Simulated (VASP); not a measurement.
# MgAl15HN16 (a cell with a defect) in VASP: further runs

The runs below take MgAl15HN16 (a cell with a defect) through relaxation of the atoms, with PBE.

Everything below comes from runs of VASP 6.6.1. Logs are shortened: lines on timing, memory, paths and dates and some standing lists are left out, and cuts for length are marked.

### 1 The cell of the first run

The cell holds a defect, 33 atoms: a = 6.260 Å, b = 6.260 Å, c = 10.035 Å, α = 90.00°, β = 90.00°, γ = 120.00°.

### 2 Relaxation of the atoms, PBE

Input file INCAR:

```
PREC = Accurate
ENCUT = 520
EDIFF = 1E-7
ISMEAR = 0
SIGMA = 0.01
LREAL = Auto
LASPH = True
NELM = 120
ALGO = Normal
ISIF = 2
LWAVE = False
LCHARG = False
GGA = PE
IBRION = 2
NSW = 100
EDIFFG = -0.03
GGA_COMPAT = False
NELMIN = 4
ISYM = -1
```

Input file KPOINTS:

```
explicit points
1
Reciprocal
  0.25000000   0.25000000   0.25000000 1
```

Input file POSCAR:

```
MgAl15HN16
1.0
    6.2595139100      0.0000000600      0.0000000000
   -3.1297570100      5.4208980300      0.0000000000
    0.0000000000      0.0000000000     10.0348065900
Al Mg N H
15 1 16 1
Direct
    0.3333333300      0.1666666700      0.2496176900
    0.3333333300      0.1666666700      0.7496176900
    0.1666666700      0.3333333300      0.9996176900
    0.3333333300      0.6666666700      0.2496176900
    0.1666666700      0.8333333300      0.4996176900
    0.3333333300      0.6666666700      0.7496176900
    0.1666666700      0.8333333300      0.9996176900
    0.8333333300      0.1666666700      0.2496176900
    0.6666666700      0.3333333300      0.4996176900
    0.8333333300      0.1666666700      0.7496176900
    0.6666666700      0.3333333300      0.9996176900
    0.8333333300      0.6666666700      0.2496176900
    0.6666666700      0.8333333300      0.4996176900
    0.8333333300      0.6666666700      0.7496176900
    0.6666666700      0.8333333300      0.9996176900
    0.1666666700      0.3333333300      0.4996176900
    0.3333333300      0.1666666700      0.4403823100
    0.1666666700      0.3333333300      0.1903823100
    0.3333333300      0.1666666700      0.9403823100
    0.1666666700      0.3333333300      0.6903823100
    0.3333333300      0.6666666700      0.4403823100
    0.1666666700      0.8333333300      0.1903823100
    0.3333333300      0.6666666700      0.9403823100
    0.1666666700      0.8333333300      0.6903823100
    0.8333333300      0.1666666700      0.4403823100
    0.6666666700      0.3333333300      0.1903823100
    0.8333333300      0.1666666700      0.9403823100
    0.6666666700      0.3333333300      0.6903823100
    0.8333333300      0.6666666700      0.4403823100
    0.6666666700      0.8333333300      0.1903823100
    0.8333333300      0.6666666700      0.9403823100
    0.6666666700      0.8333333300      0.6903823100
    0.4236020000      0.0763980000      0.4082460000
```

Potentials or basis: VASP PAW PBE potentials, release 64 (Al, Mg, N, H).

On the command line:

```console
cat potpaw_PBE.64/Al/POTCAR potpaw_PBE.64/Mg/POTCAR potpaw_PBE.64/N/POTCAR potpaw_PBE.64/H/POTCAR > POTCAR
mpirun -np 1 vasp_std > vasp.out
```

OUTCAR:

```text
PREC = Accurate
   ENCUT = 520
   EDIFF = 1E-7
   ISMEAR = 0
   LREAL = Auto
   LASPH = True
   NELM = 120
   ISIF = 2
   GGA = PE
   IBRION = 2
   NSW = 100
   EDIFFG = -0.03
   NELMIN = 4
   ISYM = -1

 ion  position               nearest neighbor table
   1  0.333  0.167  0.250-  33 1.87  18 1.90  26 1.90  22 1.90  17 1.91  16 3.09   3 3.09   9 3.09
                            11 3.09   5 3.09   7 3.09  12 3.13  12 3.13   8 3.13   8 3.13   4 3.13
   2  0.333  0.167  0.750-  20 1.90  28 1.90  24 1.90  19 1.91   3 3.09  16 3.09  11 3.09   9 3.09
                             7 3.09   5 3.09  14 3.13  14 3.13  10 3.13  10 3.13   6 3.13   6 3.13
   3  0.167  0.333  1.000-  19 1.90  27 1.90  23 1.90  18 1.91   1 3.09   2 3.09   8 3.09  10 3.09
                             4 3.09   6 3.09  15 3.13  15 3.13  11 3.13  11 3.13   7 3.13   7 3.13
   4  0.333  0.667  0.250-  22 1.90  30 1.90  18 1.90  21 1.91   5 3.09   7 3.09  13 3.09  15 3.09
                             3 3.09  16 3.09   8 3.13   8 3.13  12 3.13  12 3.13   1 3.13   1 3.13
   5  0.167  0.833  0.500-  33 1.82  21 1.90  29 1.90  17 1.90  24 1.91   6 3.09   4 3.09  14 3.09
                            12 3.09   2 3.09   1 3.09   9 3.13   9 3.13  13 3.13  13 3.13  16 3.13
   6  0.333  0.667  0.750-  24 1.90  32 1.90  20 1.90  23 1.91   5 3.09   7 3.09  13 3.09  15 3.09
                             3 3.09  16 3.09  10 3.13  10 3.13  14 3.13  14 3.13   2 3.13   2 3.13
   7  0.167  0.833  1.000-  23 1.90  31 1.90  19 1.90  22 1.91   4 3.09   6 3.09  12 3.09  14 3.09
                             1 3.09   2 3.09  11 3.13  11 3.13  15 3.13  15 3.13   3 3.13   3 3.13
   8  0.833  0.167  0.250-  26 1.90  18 1.90  30 1.90  25 1.91   9 3.09  11 3.09   3 3.09  16 3.09
                            15 3.09  13 3.09   4 3.13   4 3.13   1 3.13   1 3.13  12 3.13  12 3.13
   9  0.667  0.333  0.500-  33 1.82  25 1.90  17 1.90  29 1.90  28 1.91  10 3.09   8 3.09   2 3.09
                             1 3.09  14 3.09  12 3.09   5 3.13   5 3.13  16 3.13  16 3.13  13 3.13
  10  0.833  0.167  0.750-  28 1.90  20 1.90  32 1.90  27 1.91   9 3.09  11 3.09   3 3.09  16 3.09
                            15 3.09  13 3.09   6 3.13   6 3.13   2 3.13   2 3.13  14 3.13  14 3.13
  11  0.667  0.333  1.000-  27 1.90  19 1.90  31 1.90  26 1.91   8 3.09  10 3.09   1 3.09   2 3.09
                            12 3.09  14 3.09   7 3.13   7 3.13   3 3.13   3 3.13  15 3.13  15 3.13
  12  0.833  0.667  0.250-  30 1.90  22 1.90  26 1.90  29 1.91  13 3.09  15 3.09   5 3.09   7 3.09
                             9 3.09  11 3.09   1 3.13   1 3.13   4 3.13   4 3.13   8 3.13   8 3.13
  13  0.667  0.833  0.500-  29 1.90  21 1.90  25 1.90  32 1.91  12 3.09  14 3.09   4 3.09   6 3.09
                             8 3.09  10 3.09  16 3.13  16 3.13   5 3.13   5 3.13   9 3.13   9 3.13
  14  0.833  0.667  0.750-  32 1.90  24 1.90  28 1.90  31 1.91  13 3.09  15 3.09   5 3.09   7 3.09
                             9 3.09  11 3.09   2 3.13   2 3.13   6 3.13   6 3.13  10 3.13  10 3.13
  15  0.667  0.833  1.000-  31 1.90  23 1.90  27 1.90  30 1.91  12 3.09  14 3.09   4 3.09   6 3.09
                             8 3.09  10 3.09   3 3.13   3 3.13   7 3.13   7 3.13  11 3.13  11 3.13
  16  0.167  0.333  0.500-  17 1.90  25 1.90  21 1.90  20 1.91   1 3.09   2 3.09   8 3.09  10 3.09
                             4 3.09   6 3.09  13 3.13  13 3.13   9 3.13   9 3.13   5 3.13   5 3.13
  17  0.333  0.167  0.440-  33 1.03  16 1.90   9 1.90   5 1.90   1 1.91
  18  0.167  0.333  0.190-   1 1.90   8 1.90   4 1.90   3 1.91
  19  0.333  0.167  0.940-   3 1.90  11 1.90   7 1.90   2 1.91
  20  0.167  0.333  0.690-   2 1.90  10 1.90   6 1.90  16 1.91
  21  0.333  0.667  0.440-   5 1.90  13 1.90  16 1.90   4 1.91
  22  0.167  0.833  0.190-   4 1.90  12 1.90   1 1.90   7 1.91
  23  0.333  0.667  0.940-   7 1.90  15 1.90   3 1.90   6 1.91
[... 8 lines left out ...]
  32  0.667  0.833  0.690-  14 1.90   6 1.90  10 1.90  13 1.91
  33  0.424  0.076  0.408-  17 1.03   5 1.82   9 1.82   1 1.87

IMPORTANT INFORMATION: All symmetrisations will be switched off!
NOSYMM: (Re-)initialisation of all symmetry stuff for point group C_1.

----------------------------------------------------------------------------------------

                                     Primitive cell

  volume of cell :     340.5029

  direct lattice vectors                    reciprocal lattice vectors
     6.259513910  0.000000060  0.000000000     0.159756813  0.092235641  0.000000000
    -3.129757010  5.420898030  0.000000000    -0.000000002  0.184471279  0.000000000
     0.000000000  0.000000000 10.034806590     0.000000000  0.000000000  0.099653141

  length of vectors
     6.259513910  6.259513910 10.034806590     0.184471279  0.184471279  0.099653141

  position of ions in fractional coordinates (direct lattice)
     0.333333330  0.166666670  0.249617690
     0.333333330  0.166666670  0.749617690
     0.166666670  0.333333330  0.999617690
     0.333333330  0.666666670  0.249617690
     0.166666670  0.833333330  0.499617690
     0.333333330  0.666666670  0.749617690
[... 25 lines left out ...]
     0.666666670  0.833333330  0.690382310
     0.423602000  0.076398000  0.408246000

  ion indices of the primitive-cell ions
   primitive index   ion index
                 1           1
                 2           2
                 3           3
                 4           4
[... 47 lines left out ...]
   NGX,Y,Z   is equivalent  to a cutoff of  12.75, 12.75, 13.25 a.u.
   NGXF,Y,Z  is equivalent  to a cutoff of  25.50, 25.50, 26.51 a.u.
 SYSTEM =  unknown system
   PREC   = accura    normal or accurate (medium, high low for compatibility)
   ISTART =      0    job   : 0-new  1-cont  2-samecut
   ICHARG =      2    charge: 1-file 2-atom 10-const
   ISPIN  =      1    spin polarized calculation?
   LNONCOLLINEAR =      F non collinear calculations
   LSORBIT =      F    spin-orbit coupling
   LASPH  =      T    aspherical Exc in radial PAW
   ENCUT  =  520.0 eV  38.22 Ry    6.18 a.u.  11.64 11.64 18.66*2*pi/ulx,y,z
   NELM   =    120;   NELMIN=  4; NELMDL= -5     # of ELM steps
   EDIFF  = 0.1E-06   stopping-criterion for ELM
   LREAL  =      T    real-space projection
   EDIFFG = -.3E-01   stopping-criterion for IOM
   NSW    =    100    number of steps for IOM
   IBRION =      2    ionic relax: 0-MD 1-quasi-New 2-CG
   NFREE  =      1    steps in history (QN), initial steepest desc. (CG)
   ISIF   =      2    stress and relaxation
   ISYM   =     -1    0-nonsym 1-usesym 2-fastsym
   POTIM  = 0.5000    time-step for ionic-motion
   TEBEG  =    0.0;   TEEND  =   0.0 temperature during run
   PSTRESS=    0.0 pullay stress
   NELECT =     128.0000    total number of electrons
   NUPDOWN=      -1.0000    fix difference up-down
   EMIN   =  10.00;   EMAX   =-10.00  energy-range for DOS
   EFERMI =   0.00;   METHOD = LEGACY
   ISMEAR =     0;   SIGMA  =   0.01  broadening in eV -4-tet -1-fermi 0-gaus
   EFERMI_NEDOS =   21; number of points for ismear=-14 and -15
   IALGO  =     38    algorithm
   IMIX   =      4    mixing-type and parameters
     AMIX     =   0.40;   BMIX     =  1.00
     AMIX_MAG =   1.60;   BMIX_MAG =  1.00
  volume/ion in A,a.u.               =      10.32        69.63
  Fermi-wavevector in a.u.,A,eV,Ry     =   1.181511  2.232733 18.993310  1.395969
  Thomas-Fermi vector in A             =   2.317783
   LORBIT       =      0    0 simple, 1 ext, 2 COOP (PROOUT), +10 PAW based schemes
   GGA     = PE    functional components
   LHFCALC =     F    Hartree Fock is set to
   AEXX    =    0.0000 exact exchange contribution
   IVDW    =     0    specifies the selected vdW correction
   LEPSILON=     F    determine dielectric tensor
   LRPA    =     F    only Hartree local field effects (RPA)
 conjugate gradient relaxation of ions
 non-spin polarized calculation
 Gauss-broadening in eV      SIGMA  =   0.01
  energy-cutoff  :      520.00
  volume of cell :      340.50
 maximum number of plane-waves:      9148
 NGX is ok and might be reduce to    48
   NGX = 23   NGY = 23   NGZ = 37

--------------------------------------- Ionic step        1  -------------------------------------------

 number of electron     127.9999981 magnetization

 Free energy of the ion-electron system (eV)
  ---------------------------------------------------
  ext. energy  EPLUGINS =         0.00000000
  ---------------------------------------------------
  free energy    TOTEN  =      -238.73769097 eV

  energy without entropy =     -238.73769097  energy(sigma->0) =     -238.73769097

------------------------ aborting loop because EDIFF is reached ----------------------------------------

  FORCE on cell =-STRESS in cart. coord.  units (eV):
  Direction    XX          YY          ZZ          XY          YZ          ZX
  --------------------------------------------------------------------------------------
  -------------------------------------------------------------------------------------
  Total        6.6038443      1.6686452     13.1890493     -4.2794209     -0.5320499      1.5497266
  in kB       31.0732407      7.8515196     62.0587777    -20.1360709     -2.5034684      7.2919690
  external PRESSURE =      33.6611794 kB  Pullay stress =       0.0000000 kB
[... 182 lines left out ...]
  FREE ENERGIE OF THE ION-ELECTRON SYSTEM (eV)
  ---------------------------------------------------
  free  energy   TOTEN  =      -239.8575944083 eV

  energy  without entropy=     -239.8575944083  energy(sigma->0) =     -239.85759441

[... ionic steps 4 to 20 ...]

--------------------------------------- Ionic step       21  -------------------------------------------

 number of electron     128.0000000 magnetization

------------------------ aborting loop because EDIFF is reached ----------------------------------------
[... 129 lines left out ...]
--------------------------------------- Ionic step       23  -------------------------------------------

 number of electron     128.0000000 magnetization

 Free energy of the ion-electron system (eV)
  ---------------------------------------------------
  ext. energy  EPLUGINS =         0.00000000
  ---------------------------------------------------
  free energy    TOTEN  =      -240.11752652 eV

  energy without entropy =     -240.11752652  energy(sigma->0) =     -240.11752652

 E-fermi :   5.7769     XC(G=0): -10.8450

 val. band max:        5.7004321317   @ k =   0.2500   0.2500   0.2500
 cond. band min:      11.1461173362   @ k =   0.2500   0.2500   0.2500
 fundamental gap:      5.4456852045
 Fermi energy:         5.7768511648

 k-point     1 :       0.2500    0.2500    0.2500
  band No.  band energies     occupation
      1      -9.9095      2.00000
      2      -8.5939      2.00000
      3      -8.2413      2.00000
      4      -7.9757      2.00000
      5      -7.9408      2.00000
      6      -7.6866      2.00000
[... 68 lines left out ...]
     75      12.7526      0.00000
     76      12.8736      0.00000
 [bands above 76 left out]

------------------------ aborting loop because EDIFF is reached ----------------------------------------

  FORCE on cell =-STRESS in cart. coord.  units (eV):
  Direction    XX          YY          ZZ          XY          YZ          ZX
  --------------------------------------------------------------------------------------
  -------------------------------------------------------------------------------------
  Total        6.9845985     -0.9012268     13.4406782     -6.8173654     -0.2463199      1.0089003
  in kB       32.8648134     -4.2405661     63.2427737    -32.0779271     -1.1590155      4.7472050
  external PRESSURE =      30.6223403 kB  Pullay stress =       0.0000000 kB
[... 48 lines left out ...]
  FREE ENERGIE OF THE ION-ELECTRON SYSTEM (eV)
  ---------------------------------------------------
  free  energy   TOTEN  =      -240.1175265239 eV

  energy  without entropy=     -240.1175265239  energy(sigma->0) =     -240.11752652

 reached required accuracy - stopping structural energy minimisation
```

It took 19 min on 1 thread of Intel Xeon Platinum 8488C (Sapphire Rapids), shared host; peak memory 0.49 GiB.

Results:

* Free energy: -240.1175 eV
* Energy gained by relaxing: 41.8 meV/atom
* Ionic steps: 23
* Pressure after relaxing: 3.1 GPa
* Largest force after relaxing: 0.022 eV/Å
* Band gap on the k mesh: 5.45 eV

Forces in eV/Å, atoms in the order of the input:
```
Al   0.013 -0.007  0.015
Al  -0.017  0.009  0.005
Al  -0.004  0.003 -0.011
Al  -0.004  0.006 -0.002
Al  -0.005 -0.006 -0.003
Al   0.001 -0.004  0.004
Al  -0.005  0.013  0.003
Al  -0.007  0.000 -0.001
Al   0.004  0.007 -0.004
Al   0.004  0.000  0.004
Al  -0.015 -0.001  0.003
Al   0.018 -0.011 -0.005
Al   0.003 -0.002  0.002
Al   0.001  0.000  0.009
Al   0.001 -0.002  0.008
Mg   0.011 -0.007  0.013
N   -0.012  0.006 -0.005
N   -0.018  0.010 -0.008
N   -0.009  0.005  0.009
N   -0.002  0.001  0.001
N    0.012  0.001 -0.015
N    0.005  0.002 -0.006
N   -0.005 -0.002 -0.002
N    0.005 -0.002 -0.007
N    0.004 -0.011 -0.015
N    0.000 -0.005 -0.007
N    0.000  0.005 -0.002
N    0.004 -0.004 -0.005
N    0.011 -0.006  0.017
N    0.000  0.000  0.000
N   -0.002  0.001  0.002
N   -0.004  0.002  0.005
H    0.009 -0.005 -0.003
```

Step by step:
```tsv
step	energy change (eV)	largest force (eV/Å)	pressure (GPa)
1	0.0000	3.2997	3.37
2	-0.9765	1.7763	3.83
3	-1.1199	1.6891	3.48
4	-1.2364	2.2480	3.04
5	-1.2450	1.8487	3.11
6	-1.3182	0.8961	3.30
7	-1.3242	0.5827	3.24
8	-1.3569	0.1865	3.13
9	-1.3570	0.1877	3.12
10	-1.3679	0.1622	3.09
11	-1.3681	0.1707	3.09
12	-1.3732	0.1496	3.11
13	-1.3735	0.2162	3.11
14	-1.3763	0.1577	3.05
15	-1.3763	0.1374	3.05
16	-1.3781	0.0541	3.06
17	-1.3783	0.0737	3.07
18	-1.3790	0.0329	3.07
19	-1.3791	0.0473	3.07
20	-1.3795	0.0648	3.05
21	-1.3795	0.0896	3.05
22	-1.3798	0.0301	3.06
23	-1.3798	0.0220	3.06
```

Final structure:
```cif
data_structure
_symmetry_space_group_name_H-M 'P 1'
_symmetry_Int_Tables_number 1
_cell_length_a 6.2595
_cell_length_b 6.2595
_cell_length_c 10.0348
_cell_angle_alpha 90.000
_cell_angle_beta 90.000
_cell_angle_gamma 120.000
_cell_volume 340.50
loop_
_atom_site_label
_atom_site_type_symbol
_atom_site_fract_x
_atom_site_fract_y
_atom_site_fract_z
_atom_site_occupancy
Al1 Al 0.32993 0.17010 0.23665 1
Al2 Al 0.33307 0.16693 0.75359 1
Al3 Al 0.16473 0.33532 0.99773 1
Al4 Al 0.33228 0.67003 0.24984 1
Al5 Al 0.15326 0.81550 0.50580 1
Al6 Al 0.33260 0.66361 0.75163 1
Al7 Al 0.16438 0.83248 0.99958 1
Al8 Al 0.83005 0.16779 0.24981 1
Al9 Al 0.68460 0.34677 0.50577 1
Al10 Al 0.83625 0.16731 0.75164 1
Al11 Al 0.66756 0.33569 0.99959 1
Al12 Al 0.83123 0.66875 0.24941 1
Al13 Al 0.66265 0.83735 0.50074 1
Al14 Al 0.83137 0.66870 0.75242 1
Al15 Al 0.66510 0.83495 0.00064 1
Mg1 Mg 0.17034 0.32964 0.49801 1
N1 N 0.34985 0.15022 0.43080 1
N2 N 0.16456 0.33558 0.18925 1
N3 N 0.33216 0.16786 0.94324 1
N4 N 0.16936 0.33038 0.69998 1
N5 N 0.33813 0.68472 0.43651 1
N6 N 0.16392 0.83250 0.18825 1
N7 N 0.33192 0.67047 0.94128 1
N8 N 0.16622 0.83140 0.69253 1
N9 N 0.81526 0.16180 0.43647 1
N10 N 0.66741 0.33597 0.18825 1
N11 N 0.82954 0.16812 0.94130 1
N12 N 0.66867 0.33385 0.69251 1
N13 N 0.82936 0.67067 0.44005 1
N14 N 0.66654 0.83350 0.18924 1
N15 N 0.83052 0.66949 0.94050 1
N16 N 0.66693 0.83286 0.69105 1
H1 H 0.44383 0.05609 0.40420 1
```

Levels at points of the mesh, in eV from the valence-band top:
| k point | band 62 | band 63 | band 64 | band 65 | band 66 | band 67 |
| --- | --- | --- | --- | --- | --- | --- |
| (0.25, 0.25, 0.25) | -0.53 | -0.30 | 0.00 | 5.45 | 5.99 | 6.13 |

(Part 1 of 2 ends here.)
